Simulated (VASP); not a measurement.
# GaSb (F-43m) in VASP: phonons with r2SCAN

Aim: the phonons of GaSb with r2SCAN.

Program: VASP 6.6.1. These are calculated values, not measurements. Logs are shortened: lines on timing, memory, paths and dates and some standing lists are left out, and cuts for length are marked.

**1. The cell of the first run**

The structure is cubic, space group F-43m (No. 216). Conventional cell: a = 6.133 Å, b = 6.133 Å, c = 6.133 Å, α = 90.00°, β = 90.00°, γ = 90.00°. Within 3.5 Å of Ga (site symmetry -43m) lie 4 Sb at 2.66 Å. Sb (site symmetry -43m) has 4 Ga at 2.66 Å within 3.5 Å.

**2. Phonons, r2SCAN**

INCAR reads:

```
SYSTEM = GaSb
PREC = Accurate
ENCUT = 520
EDIFF = 1E-8
ISMEAR = 0
SIGMA = 0.01
LREAL = .FALSE.
LASPH = .TRUE.
NELM = 100
ALGO = Normal
ISIF = 2
LWAVE = .FALSE.
LCHARG = .FALSE.
METAGGA = R2SCAN
LMIXTAU = .TRUE.
IBRION = 6
NFREE = 2
POTIM = 0.015
NSW = 1
```

KPOINTS reads:

```
regular mesh
0
G
  6 6 6
  0 0 0
```

POSCAR reads:

```
GaSb
1.0
    0.0000000000      3.0663918222      3.0663918222
    3.0663918222      0.0000000000      3.0663918222
    3.0663918222      3.0663918222      0.0000000000
Ga Sb
1 1
Direct
    0.0000000000      0.0000000000      0.0000000000
    0.7500000000      0.7500000000      0.7500000000
```

Potentials or basis: VASP PAW PBE potentials, release 64 (Ga_d, Sb).

Started as:

```console
$ cat potpaw_PBE.64/Ga_d/POTCAR potpaw_PBE.64/Sb/POTCAR > POTCAR
$ mpirun -np 1 vasp_std > vasp.out
```

OUTCAR:

```text
SYSTEM = GaSb
   PREC = Accurate
   ENCUT = 520
   EDIFF = 1E-8
   ISMEAR = 0
   LREAL = .FALSE.
   LASPH = .TRUE.
   NELM = 100
   ISIF = 2
   METAGGA = R2SCAN
   IBRION = 6
   NFREE = 2
   POTIM = 0.015
   NSW = 1

 ion  position               nearest neighbor table
   1  0.000  0.000  0.000-   2 2.66   2 2.66   2 2.66   2 2.66
   2  0.750  0.750  0.750-   1 2.66   1 2.66   1 2.66   1 2.66

  LATTYP: Found a face centered cubic cell.
 ALAT       =     6.1327836444

  Lattice vectors:

 A1 = (   0.0000000000,   3.0663918222,   3.0663918222)
 A2 = (   3.0663918222,   0.0000000000,   3.0663918222)
 A3 = (   3.0663918222,   3.0663918222,   0.0000000000)

Analysis of symmetry for initial positions (statically):
=====================================================================
 Subroutine PRICEL returns:
 Original cell was already a primitive cell.

 Routine SETGRP: Setting up the symmetry group for a
 face centered cubic supercell.

 Subroutine GETGRP returns: Found 24 space group operations
 (whereof 24 operations were pure point group operations)
 out of a pool of 48 trial point group operations.

The static configuration has the point symmetry T_d .

Analysis of symmetry for dynamics (positions and initial velocities):
=====================================================================
 Subroutine PRICEL returns:
 Original cell was already a primitive cell.

 Routine SETGRP: Setting up the symmetry group for a
 face centered cubic supercell.

 Subroutine GETGRP returns: Found 24 space group operations
 (whereof 24 operations were pure point group operations)
 out of a pool of 48 trial point group operations.

The dynamic configuration has the point symmetry T_d .

 Subroutine INISYM returns: Found 24 space group operations
 (whereof 24 operations are pure point group operations),
 and found     1 'primitive' translations

----------------------------------------------------------------------------------------

                                     Primitive cell

  volume of cell :      57.6651

  direct lattice vectors                    reciprocal lattice vectors
     0.000000000  3.066391822  3.066391822    -0.163058092  0.163058092  0.163058092
     3.066391822  0.000000000  3.066391822     0.163058092 -0.163058092  0.163058092
     3.066391822  3.066391822  0.000000000     0.163058092  0.163058092 -0.163058092

  length of vectors
     4.336532903  4.336532903  4.336532903     0.282424900  0.282424900  0.282424900

  position of ions in fractional coordinates (direct lattice)
     0.000000000  0.000000000  0.000000000
     0.750000000  0.750000000  0.750000000

  ion indices of the primitive-cell ions
   primitive index   ion index
                 1           1
                 2           2

----------------------------------------------------------------------------------------

 KPOINTS: regular mesh

Automatic generation of k-mesh.
 Grid dimensions read from file:
 generate k-points for:    6    6    6

 Generating k-lattice:

  Cartesian coordinates                     Fractional coordinates (reciprocal lattice)
    -0.027176349  0.027176349  0.027176349     0.166666667  0.000000000  0.000000000
     0.027176349 -0.027176349  0.027176349     0.000000000  0.166666667  0.000000000
     0.027176349  0.027176349 -0.027176349     0.000000000  0.000000000  0.166666667

  Length of vectors
     0.047070817  0.047070817  0.047070817

  Shift w.r.t. Gamma in fractional coordinates (k-lattice)
     0.000000000  0.000000000  0.000000000
[... 51 lines left out ...]
   TEBEG  =    0.0;   TEEND  =   0.0 temperature during run
   PSTRESS=    0.0 pullay stress
   NELECT =      18.0000    total number of electrons
   NUPDOWN=      -1.0000    fix difference up-down
   EMIN   =  10.00;   EMAX   =-10.00  energy-range for DOS
   EFERMI =   0.00;   METHOD = LEGACY
   ISMEAR =     0;   SIGMA  =   0.01  broadening in eV -4-tet -1-fermi 0-gaus
   EFERMI_NEDOS =   21; number of points for ismear=-14 and -15
   IALGO  =     38    algorithm
   IMIX   =      4    mixing-type and parameters
     AMIX     =   0.40;   BMIX     =  1.00
     AMIX_MAG =   1.60;   BMIX_MAG =  1.00
  volume/ion in A,a.u.               =      28.83       194.57
  Fermi-wavevector in a.u.,A,eV,Ry     =   1.110524  2.098586 16.779575  1.233264
  Thomas-Fermi vector in A             =   2.247077
   LORBIT       =      0    0 simple, 1 ext, 2 COOP (PROOUT), +10 PAW based schemes
   METAGGA = R2SCAN    functional components
   LHFCALC =     F    Hartree Fock is set to
   AEXX    =    0.0000 exact exchange contribution
   IVDW    =     0    specifies the selected vdW correction
   LEPSILON=     F    determine dielectric tensor
   LRPA    =     F    only Hartree local field effects (RPA)
 finite differences with symmetry
 non-spin polarized calculation
 Gauss-broadening in eV      SIGMA  =   0.01
  energy-cutoff  :      520.00
  volume of cell :       57.67
 maximum number of plane-waves:      1588
   NGX = 17   NGY = 17   NGZ = 17

--------------------------------------- Ionic step        1  -------------------------------------------

 number of electron      17.9999989 magnetization

 Free energy of the ion-electron system (eV)
  ---------------------------------------------------
  ext. energy  EPLUGINS =         0.00000000
  ---------------------------------------------------
  free energy    TOTEN  =       -37.57902611 eV

  energy without entropy =      -37.57902611  energy(sigma->0) =      -37.57902611

------------------------ aborting loop because EDIFF is reached ----------------------------------------

  FORCE on cell =-STRESS in cart. coord.  units (eV):
  Direction    XX          YY          ZZ          XY          YZ          ZX
  --------------------------------------------------------------------------------------
  -------------------------------------------------------------------------------------
  Total        0.0239898      0.0239898      0.0239898      0.0000000      0.0000000      0.0000000
  in kB        0.6665365      0.6665365      0.6665365      0.0000000      0.0000000      0.0000000
  external PRESSURE =       0.6665365 kB  Pullay stress =       0.0000000 kB
[... 131 lines left out ...]
--------------------------------------- Ionic step        5  -------------------------------------------

 number of electron      17.9999989 magnetization

 Free energy of the ion-electron system (eV)
  ---------------------------------------------------
  ext. energy  EPLUGINS =         0.00000000
  ---------------------------------------------------
  free energy    TOTEN  =       -37.57809137 eV

  energy without entropy =      -37.57809137  energy(sigma->0) =      -37.57809137

 E-fermi :   4.7480     XC(G=0):  -9.6846

 val. band max:        4.6634823313   @ k =   0.0000   0.0000   0.0000
 cond. band min:       5.0108546746   @ k =   0.0000   0.0000   0.0000
 fundamental gap:      0.3473723433
 Fermi energy:         4.7479748719

 k-point     1 :       0.0000    0.0000    0.0000
  band No.  band energies     occupation
      1     -10.8782      2.00000
      2     -10.8770      2.00000
      3     -10.8757      2.00000
      4     -10.8211      2.00000
      5     -10.8211      2.00000
      6      -7.2625      2.00000
      7       4.5691      2.00000
      8       4.6170      2.00000
      9       4.6635      2.00000
     10       5.0109      0.00000
     11       7.5618      0.00000
     12       7.5963      0.00000
     13       7.6326      0.00000
[... 354 lines left out ...]
  band No.  band energies     occupation
      1     -10.9095      2.00000
      2     -10.8632      2.00000
      3     -10.8603      2.00000
      4     -10.8242      2.00000
      5     -10.8201      2.00000
      6      -5.4085      2.00000
      7      -1.7768      2.00000
      8       1.9736      2.00000
      9       2.9591      2.00000
     10       6.5747      0.00000
     11       8.6129      0.00000
     12       9.6730      0.00000
     13      10.9481      0.00000

 [... further k-points ...]

------------------------ aborting loop because EDIFF is reached ----------------------------------------

  FORCE on cell =-STRESS in cart. coord.  units (eV):
  Direction    XX          YY          ZZ          XY          YZ          ZX
  --------------------------------------------------------------------------------------
  -------------------------------------------------------------------------------------
  Total        0.0242613      0.0262574      0.0262574      0.0000000     -0.1015042      0.0000000
  in kB        0.6740800      0.7295393      0.7295393      0.0000000     -2.8202123      0.0000000
  external PRESSURE =       0.7110528 kB  Pullay stress =       0.0000000 kB
[... 17 lines left out ...]
  FREE ENERGIE OF THE ION-ELECTRON SYSTEM (eV)
  ---------------------------------------------------
  free  energy   TOTEN  =       -37.5780913686 eV

  energy  without entropy=      -37.5780913686  energy(sigma->0) =      -37.57809137

 INTERNAL STRAIN TENSORS FROM DISPLACED ATOMS
 ============================================

 INTERNAL STRAIN TENSOR FOR ION    1 for displacements in x,y,z  (eV/Angst):
          X           Y           Z          XY          YZ          ZX
  --------------------------------------------------------------------------------
  x     0.00000     0.00000     0.00000     0.00000    -6.53117     0.00000
  y     0.00000     0.00000     0.00000     0.00000     0.00000    -6.53117
  z     0.00000     0.00000     0.00000    -6.53117     0.00000     0.00000

 INTERNAL STRAIN TENSOR FOR ION    2 for displacements in x,y,z  (eV/Angst):
          X           Y           Z          XY          YZ          ZX
  --------------------------------------------------------------------------------
  x     0.00000     0.00000     0.00000     0.00000     6.75189     0.00000
  y     0.00000    -0.00000     0.00000     0.00000     0.00000     6.75189
  z     0.00000     0.00000     0.00000     6.75189     0.00000     0.00000

 Eigenvectors and eigenvalues of the dynamical matrix
 ----------------------------------------------------

   1 f  =    6.760453 THz    42.477181 2PiTHz  225.504450 cm-1    27.958976 meV
             X         Y         Z           dx          dy          dz
      0.000000  0.000000  0.000000     0.000000    0.797588    0.000000
      4.599588  4.599588  4.599588     0.000000   -0.603202    0.000000
[... 21 lines left out ...]
   6 f/i=    0.002019 THz     0.012685 2PiTHz    0.067340 cm-1     0.008349 meV
             X         Y         Z           dx          dy          dz
      0.000000  0.000000  0.000000     0.000000    0.000000   -0.603202
      4.599588  4.599588  4.599588     0.000000    0.000000   -0.797588

 ELASTIC MODULI CONTR FROM IONIC RELAXATION (kBar)
 Direction    XX          YY          ZZ          XY          YZ          ZX
 --------------------------------------------------------------------------------
 XX          -0.0000      0.0000      0.0000      0.0000     -0.0000      0.0000
 YY           0.0000     -0.0000      0.0000      0.0000      0.0000      0.0000
 ZZ           0.0000      0.0000     -0.0000     -0.0000      0.0000      0.0000
 XY           0.0000      0.0000     -0.0000   -147.8479      0.0000      0.0000
 YZ          -0.0000      0.0000      0.0000      0.0000   -147.8479      0.0000
 ZX           0.0000      0.0000      0.0000      0.0000      0.0000   -147.8479
 --------------------------------------------------------------------------------
```

Run time: 3 min. Hardware: 1 thread of Intel Xeon 6975P-C (Granite Rapids), shared host; peak memory 0.23 GiB.

What came out:

* Highest phonon frequency at Γ, LO-TO splitting left out: 226 cm⁻¹

Phonon frequencies in cm⁻¹ (negative: imaginary):
| q point | frequencies |
| --- | --- |
| (0.000, 0.000, 0.000) | 0 0 0 226 226 226 |

Caveat: the PAW data sets were made with another functional, which shifts forces and pressure a little; spin-orbit coupling is left out, which moves the levels of the heavy elements.
